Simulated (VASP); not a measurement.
# Al (Immm) in VASP: single point with PBEsol+D3(BJ)

Aim: the single point of Al with PBEsol+D3(BJ).

Program: VASP 6.6.1. These are calculated values, not measurements. Logs are shortened: lines on timing, memory, paths and dates and some standing lists are left out, and cuts for length are marked.

### 1 The cell of the first run

Symmetry: Immm, No. 71, orthorhombic system. Conventional cell: a = 2.795 Å, b = 2.809 Å, c = 3.963 Å, α = 90.00°, β = 90.00°, γ = 90.00°. Al (site symmetry mmm) has 12 Al at 2.79 to 2.81 Å within 3.7 Å.

### 2 Single point, PBEsol+D3(BJ) (strain +0.0050 x Voigt [0, 0, 0, 0, 0, 1])

File INCAR:

```
SYSTEM = Al
ALGO = Fast
EDIFF = 1E-7
ENCUT = 520
GGA = PS
ISIF = 2
ISMEAR = 0
IVDW = 12
LASPH = .TRUE.
LCHARG = .FALSE.
LREAL = .FALSE.
LWAVE = .FALSE.
NBANDS = 8
NELM = 60
PREC = Accurate
SIGMA = 0.15
```

File KPOINTS:

```
k-points
0
G
  26 26 26
  0 0 0
```

File POSCAR:

```
Al
1.0
    0.0049531940      1.9812776140      1.9812776140
    1.9812776140      0.0049531940      1.9812776140
    1.9862308080      1.9862308080      0.0000000000
Al
1
Direct
    0.0000000000      0.0000000000      0.0000000000
```

Potentials or basis: VASP PAW PBE potentials, release 64 (Al).

Run with:

```console
$ cat potpaw_PBE.64/Al/POTCAR > POTCAR
$ mpirun -np 1 vasp_std > vasp.out
```

OUTCAR:

```text
SYSTEM = Al
   EDIFF = 1E-7
   ENCUT = 520
   GGA = PS
   ISIF = 2
   ISMEAR = 0
   IVDW = 12
   LASPH = .TRUE.
   LREAL = .FALSE.
   NELM = 60
   PREC = Accurate
 IVDW          = 12

 ion  position               nearest neighbor table
   1  0.000  0.000  0.000-

  LATTYP: Found a body centered orthorhombic cell.
 ALAT       =     2.7949447984
 B/A-ratio  =     1.0050125313
 C/A-ratio  =     1.4177579572

  Lattice vectors:

 A1 = (   1.9812776140,   0.0049531940,  -1.9812776140)
 A2 = (  -1.9812776140,  -0.0049531940,  -1.9812776140)
 A3 = (   0.0049531940,   1.9812776140,   1.9812776140)

Analysis of symmetry for initial positions (statically):
=====================================================================
 Subroutine PRICEL returns:
 Original cell was already a primitive cell.

 Routine SETGRP: Setting up the symmetry group for a
 body centered orthorhombic supercell.

 Subroutine GETGRP returns: Found  8 space group operations
 (whereof  8 operations were pure point group operations)
 out of a pool of  8 trial point group operations.

The static configuration has the point symmetry D_2h.

Analysis of symmetry for dynamics (positions and initial velocities):
=====================================================================
 Subroutine PRICEL returns:
 Original cell was already a primitive cell.

 Routine SETGRP: Setting up the symmetry group for a
 body centered orthorhombic supercell.

 Subroutine GETGRP returns: Found  8 space group operations
 (whereof  8 operations were pure point group operations)
 out of a pool of  8 trial point group operations.

The dynamic configuration has the point symmetry D_2h.

 Subroutine INISYM returns: Found  8 space group operations
 (whereof  8 operations are pure point group operations),
 and found     1 'primitive' translations

----------------------------------------------------------------------------------------

                                     Primitive cell

  volume of cell :      15.5548

  direct lattice vectors                    reciprocal lattice vectors
     0.004953194  1.981277614  1.981277614    -0.252994901  0.252994901  0.252362413
     1.981277614  0.004953194  1.981277614     0.252994901 -0.252994901  0.252362413
     1.986230808  1.986230808  0.000000000     0.251733081  0.251733081 -0.252362413

  length of vectors
     2.801954051  2.801954051  2.808954547     0.437835160  0.437835160  0.436378133

  position of ions in fractional coordinates (direct lattice)
     0.000000000  0.000000000  0.000000000

  ion indices of the primitive-cell ions
   primitive index   ion index
                 1           1

----------------------------------------------------------------------------------------

 KPOINTS: k-points

Automatic generation of k-mesh.
 Grid dimensions read from file:
 generate k-points for:   26   26   26

 Generating k-lattice:

  Cartesian coordinates                     Fractional coordinates (reciprocal lattice)
    -0.009730573  0.009730573  0.009706247     0.038461538  0.000000000  0.000000000
     0.009730573 -0.009730573  0.009706247     0.000000000  0.038461538  0.000000000
     0.009682042  0.009682042 -0.009706247     0.000000000  0.000000000  0.038461538

  Length of vectors
     0.016839814  0.016839814  0.016783774

  Shift w.r.t. Gamma in fractional coordinates (k-lattice)
     0.000000000  0.000000000  0.000000000

 Subroutine IBZKPT returns following result:
 ===========================================

 Found   2471 irreducible k-points:

 Following reciprocal coordinates:
            Coordinates               Weight
  0.000000  0.000000  0.000000      1.000000
  0.038462  0.000000  0.000000      4.000000
  0.076923  0.000000  0.000000      4.000000
  0.115385 -0.000000  0.000000      4.000000
  0.153846  0.000000  0.000000      4.000000
  0.192308  0.000000  0.000000      4.000000
[... 16 lines left out ...]
  0.346154  0.038462  0.000000      4.000000
  0.384615  0.038462  0.000000      4.000000
 [... further k-points ...]
   k-points           NKPTS =   2471   k-points in BZ     NKDIM =   2471   number of bands    NBANDS=      8
   number of dos      NEDOS =    301   number of ions     NIONS =      1
   total plane-waves  NPLWV =  13824
   dimension x,y,z NGX =    24 NGY =   24 NGZ =   24
   dimension x,y,z NGXF=    48 NGYF=   48 NGZF=   48
   ions per type =               1
   NGX,Y,Z   is equivalent  to a cutoff of  14.24, 14.24, 14.20 a.u.
   NGXF,Y,Z  is equivalent  to a cutoff of  28.48, 28.48, 28.41 a.u.
 SYSTEM =  Al
   PREC   = accura    normal or accurate (medium, high low for compatibility)
   ISTART =      0    job   : 0-new  1-cont  2-samecut
   ICHARG =      2    charge: 1-file 2-atom 10-const
   ISPIN  =      1    spin polarized calculation?
   LNONCOLLINEAR =      F non collinear calculations
   LSORBIT =      F    spin-orbit coupling
   LASPH  =      T    aspherical Exc in radial PAW
   ENCUT  =  520.0 eV  38.22 Ry    6.18 a.u.   5.21  5.21  5.22*2*pi/ulx,y,z
   NELM   =     60;   NELMIN=  2; NELMDL= -5     # of ELM steps
   EDIFF  = 0.1E-06   stopping-criterion for ELM
   LREAL  =      F    real-space projection
   EDIFFG = 0.1E-05   stopping-criterion for IOM
   NSW    =      0    number of steps for IOM
   IBRION =     -1    ionic relax: 0-MD 1-quasi-New 2-CG
   NFREE  =      0    steps in history (QN), initial steepest desc. (CG)
   ISIF   =      2    stress and relaxation
   ISYM   =      2    0-nonsym 1-usesym 2-fastsym
   POTIM  = 0.5000    time-step for ionic-motion
   TEBEG  =    0.0;   TEEND  =   0.0 temperature during run
   PSTRESS=    0.0 pullay stress
   NELECT =       3.0000    total number of electrons
   NUPDOWN=      -1.0000    fix difference up-down
   EMIN   =  10.00;   EMAX   =-10.00  energy-range for DOS
   EFERMI =   0.00;   METHOD = LEGACY
   ISMEAR =     0;   SIGMA  =   0.15  broadening in eV -4-tet -1-fermi 0-gaus
   EFERMI_NEDOS =   21; number of points for ismear=-14 and -15
   IALGO  =     68    algorithm
   IMIX   =      4    mixing-type and parameters
     AMIX     =   0.40;   BMIX     =  1.00
     AMIX_MAG =   1.60;   BMIX_MAG =  1.00
  volume/ion in A,a.u.               =      15.55       104.97
  Fermi-wavevector in a.u.,A,eV,Ry     =   0.945861  1.787419 12.172503  0.894654
  Thomas-Fermi vector in A             =   2.073804
   LORBIT       =      0    0 simple, 1 ext, 2 COOP (PROOUT), +10 PAW based schemes
   GGA     = PS    functional components
   LHFCALC =     F    Hartree Fock is set to
   AEXX    =    0.0000 exact exchange contribution
   IVDW    =    12    specifies the selected vdW correction
   LEPSILON=     F    determine dielectric tensor
   LRPA    =     F    only Hartree local field effects (RPA)
 non-spin polarized calculation
 RMM-DIIS sequential band-by-band and
 Gauss-broadening in eV      SIGMA  =   0.15
  energy-cutoff  :      520.00
  volume of cell :       15.55
 maximum number of plane-waves:       444
 NGX is ok and might be reduce to    24
   NGX = 11   NGY = 11   NGZ = 11

 number of electron       3.0000000 magnetization

 Free energy of the ion-electron system (eV)
  ---------------------------------------------------
  ext. energy  EPLUGINS =         0.00000000
  ---------------------------------------------------
  free energy    TOTEN  =        -4.08841050 eV

  energy without entropy =       -4.08432762  energy(sigma->0) =       -4.08636906

 E-fermi :   8.5887     XC(G=0): -10.4737

 val. band max:        8.5868361957   @ k =  -0.4615   0.1154   0.3077
 cond. band min:       8.5939772009   @ k =  -0.2692   0.2692   0.0769
 fundamental gap:      0.0071410053
 Fermi energy:         8.5887464587

 k-point     1 :       0.0000    0.0000    0.0000
  band No.  band energies     occupation
      1      -2.9656      2.00000
      2      21.4210      0.00000
      3      21.5021      0.00000
      4      21.5851      0.00000
      5      23.3609      0.00000
      6      23.4481      0.00000
      7      23.5441      0.00000
      8      25.5031      0.00000

 k-point     2 :       0.0385    0.0000    0.0000
  band No.  band energies     occupation
      1      -2.9237      2.00000
      2      20.7176      0.00000
      3      21.2821      0.00000
      4      21.3913      0.00000
      5      23.5670      0.00000
      6      23.6714      0.00000
      7      23.8544      0.00000
      8      25.9825      0.00000

 k-point     3 :       0.0769    0.0000    0.0000
  band No.  band energies     occupation
      1      -2.7979      2.00000
      2      19.2259      0.00000
      3      20.9781      0.00000
      4      21.0840      0.00000
      5      23.9720      0.00000
      6      24.0694      0.00000
      7      24.2062      0.00000
      8      27.2345      0.00000

 k-point     4 :       0.1154   -0.0000    0.0000
  band No.  band energies     occupation
      1      -2.5885      2.00000
      2      17.6259      0.00000
      3      20.6444      0.00000
      4      20.7474      0.00000
      5      23.9134      0.00000
      6      24.7124      0.00000
      7      24.8388      0.00000
      8      26.9266      0.00000

 k-point     5 :       0.1538    0.0000    0.0000
  band No.  band energies     occupation
      1      -2.2959      2.00000
      2      16.0229      0.00000
      3      20.3386      0.00000
      4      20.4387      0.00000
      5      23.7763      0.00000
      6      25.2723      0.00000
      7      25.3713      0.00000
      8      26.3024      0.00000

 k-point     6 :       0.1923    0.0000    0.0000
  band No.  band energies     occupation
      1      -1.9208      2.00000
      2      14.4502      0.00000
      3      20.0826      0.00000
      4      20.1796      0.00000
      5      23.6293      0.00000
      6      24.9436      0.00000
      7      24.9845      0.00000
      8      26.6731      0.00000

 k-point     7 :       0.2308    0.0000    0.0000
  band No.  band energies     occupation
      1      -1.4636      2.00000
      2      12.9232      0.00000
      3      19.8856      0.00000
      4      19.9793      0.00000
      5      23.5046      0.00000
      6      24.2150      0.00000
      7      24.2517      0.00000
      8      27.5616      0.00000
[... 133 lines left out ...]
 k-point    20 :       0.2308    0.0385    0.0000
  band No.  band energies     occupation
      1      -1.5892      2.00000
      2      13.4571      0.00000
      3      19.1662      0.00000
      4      20.3509      0.00000
      5      23.4617      0.00000
      6      24.0988      0.00000
      7      25.2739      0.00000
      8      26.3680      0.00000

 k-point    21 :       0.2692    0.0385    0.0000
  band No.  band energies     occupation
      1      -1.0783      2.00000
      2      11.9678      0.00000
      3      19.0044      0.00000
      4      20.2029      0.00000
      5      22.7098      0.00000
      6      23.9935      0.00000
      7      24.5581      0.00000
      8      27.2897      0.00000

 k-point    22 :       0.3077    0.0385    0.0000
  band No.  band energies     occupation
      1      -0.4869      2.00000
      2      10.5357      0.00000
      3      18.9101      0.00000
      4      20.1146      0.00000
      5      22.0076      0.00000
      6      23.8733      0.00000
      7      23.9444      0.00000
      8      27.4296      0.00000

 k-point    23 :       0.3462    0.0385    0.0000
  band No.  band energies     occupation
      1       0.1838      2.00000
      2       9.1652      0.00000
      3      18.8841      0.00000
      4      20.0874      0.00000
      5      21.3718      0.00000
      6      23.2419      0.00000
      7      23.9561      0.00000
      8      26.8405      0.00000

 k-point    24 :       0.3846    0.0385    0.0000
  band No.  band energies     occupation
      1       0.9325      2.00000
      2       7.8598      2.00000
      3      18.9269      0.00000
      4      20.1122      0.00000
      5      20.8183      0.00000
      6      22.6722      0.00000
      7      24.0331      0.00000
      8      26.2505      0.00000

 [... further k-points ...]

------------------------ aborting loop because EDIFF is reached ----------------------------------------

 Edisp (eV)   -0.33706

 E8    (eV) :    -0.2270

  FORCE on cell =-STRESS in cart. coord.  units (eV):
  Direction    XX          YY          ZZ          XY          YZ          ZX
  --------------------------------------------------------------------------------------
  -------------------------------------------------------------------------------------
  Total       0.01121     0.01121     0.01096    -0.02689     0.00000     0.00000
  in kB       1.15494     1.15494     1.12921    -2.77020     0.00000     0.00000
  external pressure =        1.15 kB  Pullay stress =        0.00 kB

 VOLUME and BASIS-vectors are now :
 -----------------------------------------------------------------------------
  energy-cutoff  :      520.00
  volume of cell :       15.55
      direct lattice vectors                 reciprocal lattice vectors
     0.004953194  1.981277614  1.981277614    -0.252994901  0.252994901  0.252362413
     1.981277614  0.004953194  1.981277614     0.252994901 -0.252994901  0.252362413
     1.986230808  1.986230808  0.000000000     0.251733081  0.251733081 -0.252362413

 POSITION                                       TOTAL-FORCE (eV/Angst)
 -----------------------------------------------------------------------------------
      0.00000      0.00000      0.00000        -0.000000     -0.000000      0.000000
 -----------------------------------------------------------------------------------
    total drift:                               -0.000000      0.000000      0.000000

  FREE ENERGIE OF THE ION-ELECTRON SYSTEM (eV)
  ---------------------------------------------------
  free  energy   TOTEN  =        -4.4254725196 eV

  energy  without entropy=       -4.4213896429  energy(sigma->0) =       -4.42343108
```

Run time: 5.8 min. Hardware: 1 thread of Intel Xeon 8259CL, shared host; peak memory 0.39 GiB.

What came out:

- Free energy: -4.4255 eV
- Pressure: 0.1 GPa
- Dispersion energy per atom: -0.337 eV

Stress tensor (GPa, compression positive):
```
 0.12 -0.28  0.00
-0.28  0.12  0.00
 0.00  0.00  0.11
```

Levels at points of the mesh, in eV from the Fermi level:
```
           k point  band 1  band 2  band 3  band 4  band 5  band 6
(0.00, 0.00, 0.00)  -11.55   12.83   12.91   13.00   14.77   14.86
(0.50, 0.00, 0.00)   -4.83   -4.44   11.63   11.71   11.96   12.01
(0.50, 0.50, 0.00)   -3.07   -1.64    5.25    5.76    5.95    9.62
(0.00, 0.00, 0.50)   -4.86   -4.50   11.68   11.77   12.05   12.09
(0.50, 0.00, 0.50)   -3.07   -1.64    5.25    5.86    5.86    9.62
```

Caveat: the cell differs from its parent crystal (strain +0.0050 x Voigt [0, 0, 0, 0, 0, 1]); the PAW data sets were made with another functional, which shifts forces and pressure a little; pairwise dispersion overbinds metals, which lowers pressure and volume.
